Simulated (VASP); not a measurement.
# Pd (Fm-3m) in VASP: a series of runs

The runs below take Pd through single point, with PBE, r2SCAN, PBEsol.

Everything below comes from runs of VASP 6.6.1. Logs are shortened: lines on timing, memory, paths and dates and some standing lists are left out, and cuts for length are marked.

## Step 1: The cell of the first run

Symmetry: Fm-3m, No. 225, cubic system. The conventional cell has a = 3.942 Å, b = 3.942 Å, c = 3.942 Å, α = 90.00°, β = 90.00°, γ = 90.00°. Pd (site symmetry m-3m) has 12 Pd at 2.79 Å within 3.7 Å.

## Step 2: Single point, PBE

INCAR reads:

```
PREC     = Accurate       # precision mode
ENCUT    = 520            # plane-wave cutoff, eV
EDIFF    = 1E-6           # SCF threshold, eV
ISMEAR   = 1              # smearing method
SIGMA    = 0.1            # smearing width, eV
LREAL    = F              # projectors in reciprocal space
LASPH    = T              # aspherical terms in the spheres
NELM     = 100            # most SCF steps
ALGO     = Normal         # electronic algorithm
ISIF     = 2              # what is computed and relaxed
LWAVE    = F              # write WAVECAR
LCHARG   = F              # write CHGCAR
GGA      = PE             # functional
NBANDS   = 11             # bands
```

KPOINTS reads:

```
regular mesh
0
Gamma
  24 24 24
```

POSCAR reads:

```
Pd
1.0
    0.0000000000      1.9710581803      1.9710581803
    1.9710581803      0.0000000000      1.9710581803
    1.9710581803      1.9710581803      0.0000000000
Pd
1
Direct
    0.0000000000      0.0000000000      0.0000000000
```

Potentials or basis: VASP PAW PBE potentials, release 64 (Pd).

The run is started by

```bash
$ cat potpaw_PBE.64/Pd/POTCAR > POTCAR
$ mpirun -np 1 vasp_std > vasp.out
```

OUTCAR:

```text
PREC = Accurate
   ENCUT = 520
   EDIFF = 1E-6
   ISMEAR = 1
   LREAL = F
   LASPH = T
   NELM = 100
   ISIF = 2
   GGA = PE

 ion  position               nearest neighbor table
   1  0.000  0.000  0.000-

  LATTYP: Found a face centered cubic cell.
 ALAT       =     3.9421163606

  Lattice vectors:

 A1 = (   0.0000000000,   1.9710581803,   1.9710581803)
 A2 = (   1.9710581803,   0.0000000000,   1.9710581803)
 A3 = (   1.9710581803,   1.9710581803,   0.0000000000)

Analysis of symmetry for initial positions (statically):
=====================================================================
 Subroutine PRICEL returns:
 Original cell was already a primitive cell.

 Routine SETGRP: Setting up the symmetry group for a
 face centered cubic supercell.

 Subroutine GETGRP returns: Found 48 space group operations
 (whereof 48 operations were pure point group operations)
 out of a pool of 48 trial point group operations.

The static configuration has the point symmetry O_h .

Analysis of symmetry for dynamics (positions and initial velocities):
=====================================================================
 Subroutine PRICEL returns:
 Original cell was already a primitive cell.

 Routine SETGRP: Setting up the symmetry group for a
 face centered cubic supercell.

 Subroutine GETGRP returns: Found 48 space group operations
 (whereof 48 operations were pure point group operations)
 out of a pool of 48 trial point group operations.

The dynamic configuration has the point symmetry O_h .

 Subroutine INISYM returns: Found 48 space group operations
 (whereof 48 operations are pure point group operations),
 and found     1 'primitive' translations

----------------------------------------------------------------------------------------

                                     Primitive cell

  volume of cell :      15.3154

  direct lattice vectors                    reciprocal lattice vectors
     0.000000000  1.971058180  1.971058180    -0.253670848  0.253670848  0.253670848
     1.971058180  0.000000000  1.971058180     0.253670848 -0.253670848  0.253670848
     1.971058180  1.971058180  0.000000000     0.253670848  0.253670848 -0.253670848

  length of vectors
     2.787497211  2.787497211  2.787497211     0.439370797  0.439370797  0.439370797

  position of ions in fractional coordinates (direct lattice)
     0.000000000  0.000000000  0.000000000

  ion indices of the primitive-cell ions
   primitive index   ion index
                 1           1

----------------------------------------------------------------------------------------

 KPOINTS: regular mesh

Automatic generation of k-mesh.
 Grid dimensions read from file:
 generate k-points for:   24   24   24

 Generating k-lattice:

  Cartesian coordinates                     Fractional coordinates (reciprocal lattice)
    -0.010569619  0.010569619  0.010569619     0.041666667  0.000000000  0.000000000
     0.010569619 -0.010569619  0.010569619     0.000000000  0.041666667  0.000000000
     0.010569619  0.010569619 -0.010569619     0.000000000  0.000000000  0.041666667

  Length of vectors
     0.018307117  0.018307117  0.018307117

  Shift w.r.t. Gamma in fractional coordinates (k-lattice)
     0.000000000  0.000000000  0.000000000

 Subroutine IBZKPT returns following result:
 ===========================================

 Found    413 irreducible k-points:

 Following reciprocal coordinates:
            Coordinates               Weight
  0.000000  0.000000  0.000000      1.000000
  0.041667  0.000000  0.000000      8.000000
  0.083333  0.000000  0.000000      8.000000
  0.125000  0.000000  0.000000      8.000000
  0.166667  0.000000  0.000000      8.000000
  0.208333  0.000000  0.000000      8.000000
[... 16 lines left out ...]
  0.416667  0.041667  0.000000     24.000000
  0.458333  0.041667  0.000000     24.000000
 [... further k-points ...]
   k-points           NKPTS =    413   k-points in BZ     NKDIM =    413   number of bands    NBANDS=     11
   number of dos      NEDOS =    301   number of ions     NIONS =      1
   total plane-waves  NPLWV =  13824
   dimension x,y,z NGX =    24 NGY =   24 NGZ =   24
   dimension x,y,z NGXF=    48 NGYF=   48 NGZF=   48
   ions per type =               1
   NGX,Y,Z   is equivalent  to a cutoff of  14.31, 14.31, 14.31 a.u.
   NGXF,Y,Z  is equivalent  to a cutoff of  28.63, 28.63, 28.63 a.u.
 SYSTEM =  unknown system
   PREC   = accura    normal or accurate (medium, high low for compatibility)
   ISTART =      0    job   : 0-new  1-cont  2-samecut
   ICHARG =      2    charge: 1-file 2-atom 10-const
   ISPIN  =      1    spin polarized calculation?
   LNONCOLLINEAR =      F non collinear calculations
   LSORBIT =      F    spin-orbit coupling
   LASPH  =      T    aspherical Exc in radial PAW
   ENCUT  =  520.0 eV  38.22 Ry    6.18 a.u.   5.18  5.18  5.18*2*pi/ulx,y,z
   NELM   =    100;   NELMIN=  2; NELMDL= -5     # of ELM steps
   EDIFF  = 0.1E-05   stopping-criterion for ELM
   LREAL  =      F    real-space projection
   EDIFFG = 0.1E-04   stopping-criterion for IOM
   NSW    =      0    number of steps for IOM
   IBRION =     -1    ionic relax: 0-MD 1-quasi-New 2-CG
   NFREE  =      0    steps in history (QN), initial steepest desc. (CG)
   ISIF   =      2    stress and relaxation
   ISYM   =      2    0-nonsym 1-usesym 2-fastsym
   POTIM  = 0.5000    time-step for ionic-motion
   TEBEG  =    0.0;   TEEND  =   0.0 temperature during run
   PSTRESS=    0.0 pullay stress
   NELECT =      10.0000    total number of electrons
   NUPDOWN=      -1.0000    fix difference up-down
   EMIN   =  10.00;   EMAX   =-10.00  energy-range for DOS
   EFERMI =   0.00;   METHOD = LEGACY
   ISMEAR =     1;   SIGMA  =   0.10  broadening in eV -4-tet -1-fermi 0-gaus
   EFERMI_NEDOS =   21; number of points for ismear=-14 and -15
   IALGO  =     38    algorithm
   IMIX   =      4    mixing-type and parameters
     AMIX     =   0.40;   BMIX     =  1.00
     AMIX_MAG =   1.60;   BMIX_MAG =  1.00
  volume/ion in A,a.u.               =      15.32       103.35
  Fermi-wavevector in a.u.,A,eV,Ry     =   1.420252  2.683887 27.444523  2.017116
  Thomas-Fermi vector in A             =   2.541187
   LORBIT       =      0    0 simple, 1 ext, 2 COOP (PROOUT), +10 PAW based schemes
   GGA     = PE    functional components
   LHFCALC =     F    Hartree Fock is set to
   AEXX    =    0.0000 exact exchange contribution
   IVDW    =     0    specifies the selected vdW correction
   LEPSILON=     F    determine dielectric tensor
   LRPA    =     F    only Hartree local field effects (RPA)
 non-spin polarized calculation
 Methfessel and Paxton  Order N= 1 SIGMA  =   0.10
  energy-cutoff  :      520.00
  volume of cell :       15.32
 maximum number of plane-waves:       428
 NGX is ok and might be reduce to    24
   NGX = 11   NGY = 11   NGZ = 11

 number of electron      10.0000000 magnetization

 Free energy of the ion-electron system (eV)
  ---------------------------------------------------
  ext. energy  EPLUGINS =         0.00000000
  ---------------------------------------------------
  free energy    TOTEN  =        -5.21777881 eV

  energy without entropy =       -5.21702533  energy(sigma->0) =       -5.21752765

 E-fermi :   9.1559     XC(G=0): -12.9505

 val. band max:        9.1516402970   @ k =   0.4583   0.1250   0.0000
 cond. band min:       9.1584223601   @ k =   0.5000   0.1250   0.0000
 fundamental gap:      0.0067820631
 Fermi energy:         9.1559039064

 k-point     1 :       0.0000    0.0000    0.0000
  band No.  band energies     occupation
      1       2.3090      2.00000
      2       6.4909      2.00000
      3       6.4909      2.00000
      4       6.4909      2.00000
      5       8.0059      2.00000
      6       8.0059      2.00000
      7      26.3279      0.00000
      8      30.8921      0.00000
      9      30.8921      0.00000
     10      30.8921      0.00000
     11      35.4885      0.00000

 k-point     2 :       0.0417    0.0000    0.0000
  band No.  band energies     occupation
      1       2.3704      2.00000
      2       6.4694      2.00000
      3       6.5120      2.00000
      4       6.5120      2.00000
      5       7.9956      2.00000
      6       7.9956      2.00000
      7      26.3901      0.00000
      8      30.4372      0.00000
      9      30.9585      0.00000
     10      30.9585      0.00000
     11      35.5726      0.00000

 k-point     3 :       0.0833    0.0000    0.0000
  band No.  band energies     occupation
      1       2.5512      2.00000
      2       6.4108      2.00000
      3       6.5711      2.00000
      4       6.5711      2.00000
      5       7.9700      2.00000
      6       7.9700      2.00000
      7      26.5486      0.00000
      8      29.4008      0.00000
      9      31.1512      0.00000
     10      31.1512      0.00000
     11      35.6458      0.00000

 k-point     4 :       0.1250    0.0000    0.0000
  band No.  band energies     occupation
      1       2.8395      2.00000
      2       6.3337      2.00000
      3       6.6536      2.00000
      4       6.6536      2.00000
      5       7.9447      2.00000
      6       7.9447      2.00000
      7      26.6681      0.00000
      8      28.2309      0.00000
      9      31.4488      0.00000
     10      31.4488      0.00000
     11      35.8153      0.00000
[... 239 lines left out ...]
 k-point    22 :       0.3750    0.0417    0.0000
  band No.  band energies     occupation
      1       4.2806      2.00000
      2       6.5537      2.00000
      3       6.6339      2.00000
      4       7.7921      2.00000
      5       8.8371      2.00006
      6       8.9385      2.00876
      7      19.3511      0.00000
      8      26.3466      0.00000
      9      30.2583      0.00000
     10      31.3037      0.00000
     11      35.2762      0.00000

 k-point    23 :       0.4167    0.0417    0.0000
  band No.  band energies     occupation
      1       4.2489      2.00000
      2       6.4840      2.00000
      3       6.5652      2.00000
      4       8.3276      2.00000
      5       9.0039      2.05349
      6       9.4988     -0.00001
      7      17.9779      0.00000
      8      26.0336      0.00000
      9      29.9155      0.00000
     10      30.5676      0.00000
     11      35.7089      0.00000

 k-point    24 :       0.4583    0.0417    0.0000
  band No.  band energies     occupation
      1       4.2145      2.00000
      2       6.4369      2.00000
      3       6.5138      2.00000
      4       8.6559      2.00000
      5       9.1096      1.69828
      6      10.1473     -0.00000
      7      16.8578      0.00000
      8      25.8185      0.00000
      9      29.7191      0.00000
     10      30.0067      0.00000
     11      35.9200      0.00000

 [... further k-points ...]

------------------------ aborting loop because EDIFF is reached ----------------------------------------

  FORCE on cell =-STRESS in cart. coord.  units (eV):
  Direction    XX          YY          ZZ          XY          YZ          ZX
  --------------------------------------------------------------------------------------
  -------------------------------------------------------------------------------------
  Total       -0.0271996     -0.0271996     -0.0271996      0.0000000      0.0000000      0.0000000
  in kB       -2.8454134     -2.8454134     -2.8454134      0.0000000      0.0000000      0.0000000
  external PRESSURE =      -2.8454134 kB  Pullay stress =       0.0000000 kB

 VOLUME and BASIS-vectors are now :
 -----------------------------------------------------------------------------
  energy-cutoff  :      520.00
  volume of cell :       15.32
      direct lattice vectors                 reciprocal lattice vectors
     0.000000000  1.971058180  1.971058180    -0.253670848  0.253670848  0.253670848
     1.971058180  0.000000000  1.971058180     0.253670848 -0.253670848  0.253670848
     1.971058180  1.971058180  0.000000000     0.253670848  0.253670848 -0.253670848

 POSITION                                       TOTAL-FORCE (eV/Angst)
 -----------------------------------------------------------------------------------
      0.00000      0.00000      0.00000         0.000000      0.000000      0.000000
 -----------------------------------------------------------------------------------
    total drift:                               -0.000000      0.000000     -0.000000

  FREE ENERGIE OF THE ION-ELECTRON SYSTEM (eV)
  ---------------------------------------------------
  free  energy   TOTEN  =        -5.2177788089 eV

  energy  without entropy=       -5.2170253260  energy(sigma->0) =       -5.21752765
```

Wall time 37 s (1 thread of Intel Xeon Platinum 8259CL at 2.50GHz (Skylake/Cascade Lake), shared host); peak memory 0.19 GiB.

Results:

```yaml
Free_energy: -5.2178 eV
Pressure: -0.3 GPa
Band_gap_on_the_k_mesh: zero (bands 5 and 6 overlap by 1.49 eV)
```

## Step 3: Single point, r2SCAN

This run uses another cell than the first one, of 14.95 Å³/atom.

POSCAR reads:

```
Pd
1.0
    0.0000000000      1.9550865036      1.9550865036
    1.9550865036      0.0000000000      1.9550865036
    1.9550865036      1.9550865036      0.0000000000
Pd
1
Direct
    0.0000000000      0.0000000000      0.0000000000
```

INCAR.step1 reads:

```
SYSTEM = Pd
ALGO = Normal
EDIFF = 1E-4
ENCUT = 520
GGA = PE
ISMEAR = 1
LASPH = .TRUE.
LCHARG = .FALSE.
LREAL = .FALSE.
LWAVE = .TRUE.
NBANDS = 11
NELM = 100
PREC = Accurate
SIGMA = 0.1
```

INCAR.step2 reads:

```
SYSTEM = Pd
ALGO = Normal
EDIFF = 1E-7
ENCUT = 520
ISIF = 2
ISMEAR = 1
ISTART = 1
LASPH = .TRUE.
LCHARG = .FALSE.
LMIXTAU = .TRUE.
LREAL = .FALSE.
LWAVE = .FALSE.
METAGGA = R2SCAN
NBANDS = 11
NELM = 100
PREC = Accurate
SIGMA = 0.1
```

KPOINTS reads:

```
k-points
0
G
  24 24 24
  0 0 0
```

Potentials or basis: VASP PAW PBE potentials, release 64 (Pd).

The run is started by

```bash
$ cat potpaw_PBE.64/Pd/POTCAR > POTCAR
$ cp INCAR.step1 INCAR
$ mpirun -np 1 vasp_std > vasp.out
$ cp INCAR.step2 INCAR
$ mpirun -np 1 vasp_std > vasp.out
```

OUTCAR:

```text
SYSTEM = Pd
   EDIFF = 1E-7
   ENCUT = 520
   ISIF = 2
   ISMEAR = 1
   ISTART = 1
   LASPH = .TRUE.
   LREAL = .FALSE.
   METAGGA = R2SCAN
   NELM = 100
   PREC = Accurate

 ion  position               nearest neighbor table
   1  0.000  0.000  0.000-

  LATTYP: Found a face centered cubic cell.
 ALAT       =     3.9101730072

  Lattice vectors:

 A1 = (   0.0000000000,   1.9550865036,   1.9550865036)
 A2 = (   1.9550865036,   0.0000000000,   1.9550865036)
[... 516 lines left out ...]
     11      31.9419      0.00000

 [... further k-points ...]

------------------------ aborting loop because EDIFF is reached ----------------------------------------

  FORCE on cell =-STRESS in cart. coord.  units (eV):
  Direction    XX          YY          ZZ          XY          YZ          ZX
  --------------------------------------------------------------------------------------
  -------------------------------------------------------------------------------------
  Total        0.0272117      0.0272117      0.0272117      0.0000000      0.0000000      0.0000000
  in kB        2.9170114      2.9170114      2.9170114      0.0000000      0.0000000      0.0000000
  external PRESSURE =       2.9170114 kB  Pullay stress =       0.0000000 kB

 VOLUME and BASIS-vectors are now :
 -----------------------------------------------------------------------------
  energy-cutoff  :      520.00
  volume of cell :       14.95
      direct lattice vectors                 reciprocal lattice vectors
     0.000000000  1.955086504  1.955086504    -0.255743160  0.255743160  0.255743160
     1.955086504  0.000000000  1.955086504     0.255743160 -0.255743160  0.255743160
     1.955086504  1.955086504  0.000000000     0.255743160  0.255743160 -0.255743160

 POSITION                                       TOTAL-FORCE (eV/Angst)
 -----------------------------------------------------------------------------------
      0.00000      0.00000      0.00000         0.000000      0.000000     -0.000000
 -----------------------------------------------------------------------------------
    total drift:                               -0.000000      0.000000     -0.000000

  FREE ENERGIE OF THE ION-ELECTRON SYSTEM (eV)
  ---------------------------------------------------
  free  energy   TOTEN  =       -22.9475753438 eV

  energy  without entropy=      -22.9470015987  energy(sigma->0) =      -22.94738410
```

OSZICAR.step1:

```text
N       E                     dE             d eps       ncg     rms          rms(c)
DAV:   1     0.424780156455E+02    0.42478E+02   -0.51584E+03  9150   0.852E+02
DAV:   2    -0.492894463932E+01   -0.47407E+02   -0.45917E+02 10254   0.182E+02
DAV:   3    -0.548559742258E+01   -0.55665E+00   -0.55371E+00 10939   0.211E+01
DAV:   4    -0.548807662709E+01   -0.24792E-02   -0.24789E-02 11029   0.149E+00
DAV:   5    -0.548810361539E+01   -0.26988E-04   -0.26987E-04 11896   0.138E-01    0.746E+00
DAV:   6    -0.522599873567E+01    0.26210E+00   -0.11012E+00 11156   0.850E+00    0.365E+00
DAV:   7    -0.521682979155E+01    0.91689E-02   -0.17600E-02 11789   0.885E-01    0.193E+00
DAV:   8    -0.521333902415E+01    0.34908E-02   -0.11715E-03 11262   0.287E-01    0.767E-02
DAV:   9    -0.521332428050E+01    0.14744E-04   -0.10117E-04  7828   0.851E-02
   1 F= -.52133243E+01 E0= -.52130732E+01  d E =-.753381E-03
```

It took 3.5 min on 1 thread of Intel Xeon Platinum 8259CL at 2.50GHz (Skylake/Cascade Lake), shared host; peak memory 0.2 GiB.

What came out:

| Item | Value |
| --- | --- |
| Free energy | -22.9476 eV |
| Pressure | 0.3 GPa |
| Band gap on the k mesh | zero (bands 5 and 6 overlap by 1.65 eV) |

Caveat: the PAW data sets were made with another functional, which shifts forces and pressure a little.

## Step 4: Single point, PBEsol

This run uses another cell than the first one, of 14.72 Å³/atom.

INCAR reads:

```
  PREC = Accurate
  ENCUT = 520
  EDIFF = 1E-6
  ISMEAR = 1
  SIGMA = 0.1
  LREAL = F
  LASPH = T
  NELM = 60
  ALGO = Normal
  ISIF = 2
  LWAVE = F
  LCHARG = F
  GGA = PS
  NBANDS = 11
```

KPOINTS reads:

```
regular mesh
0
Gamma
  35 35 35
```

POSCAR reads:

```
Pd
1.0
    0.0000000000      1.9450000000      1.9450000000
    1.9450000000      0.0000000000      1.9450000000
    1.9450000000      1.9450000000      0.0000000000
Pd
1
Direct
    0.0000000000      0.0000000000      0.0000000000
```

The run is started by

```bash
$ cat potpaw_PBE.64/Pd/POTCAR > POTCAR
$ mpirun -np 1 vasp_std > vasp.out
```

It took 2 min on 1 thread of Intel Xeon Platinum 8259CL at 2.50GHz (Skylake/Cascade Lake), shared host; peak memory 0.28 GiB.

Results (log left out):

| Property | Result |
| --- | --- |
| Free energy | -5.9590 eV |
| Pressure | -2.7 GPa |
| Band gap on the k mesh | zero (bands 5 and 6 overlap by 1.59 eV) |

Levels at points of the mesh, in eV from the Fermi level:
```csv
k point,band 1,band 2,band 3,band 4,band 5,band 6,band 7,band 8,band 9,band 10
"(0.00, 0.00, 0.00)",-7.25,-2.86,-2.86,-2.86,-1.22,-1.22,17.13,21.91,21.91,21.91
```

Caveat: the PAW data sets were made with another functional, which shifts forces and pressure a little.

## Step 5: The runs side by side

| level | cell | k mesh | gap on the mesh (eV) | pressure (GPa) |
| --- | --- | --- | --- | --- |
| PBE | a = 2.787 Å, angles 60.0°, 1 atom | 24 × 24 × 24 | none | -0.3 |
| r2SCAN | a = 2.765 Å, angles 60.0°, 1 atom | 24 × 24 × 24 | none | 0.3 |
| PBEsol | a = 2.751 Å, angles 60.0°, 1 atom | 35 × 35 × 35 | none | -2.7 |

Alike in all rows: task single point; potentials or basis VASP PAW PBE potentials, release 64 (Pd); no spin polarisation; cutoff (eV) 520; smearing methfessel-paxton 0.1 eV.

Caveats: the PAW data sets were made with another functional, which shifts forces and pressure a little (at least some runs).

Total energies depend on the potentials used, so only differences within one code and one set of settings carry meaning.
